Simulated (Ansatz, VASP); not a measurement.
# Two plane-wave programs on SiNi

```
CELL_PARAMETERS angstrom
0.00000 2.32138 2.32138
2.32138 0.00000 2.32138
2.32138 2.32138 0.00000
ATOMIC_POSITIONS crystal
Ni 0.00000 0.00000 0.00000
Si 0.50000 0.50000 0.50000
```

Alike in both runs: functional LDA; k mesh 16 × 16 × 16; occupations fermi-dirac, width 0.08 eV; no spin polarisation.

Ansatz relaxed the structure, and its values are those at the end. VASP's run is a single point on that final structure, the one shown.

```csv
,VASP,Ansatz
version,VASP 6.6.1,Ansatz 0.2.0
potentials or method,"VASP PAW LDA potentials, release 64 (Ni, Si)","PAW with Ansatz's default frozen-core files, scalar-relativistic"
plane-wave cutoff (eV),520,420
valence electrons in the cell,14,22
```

Ansatz gave:

- pressure (GPa): 0.0

Problem. Which values does VASP return?

Solution. Pressure (GPa): 0.3.

LDA's correlation is that of Perdew and Zunger in VASP and of Perdew and Wang (1992) in Ansatz. VASP's potentials hold 14 valence electrons a cell and Ansatz's 22, so a difference there can come from the potentials and not from the codes.
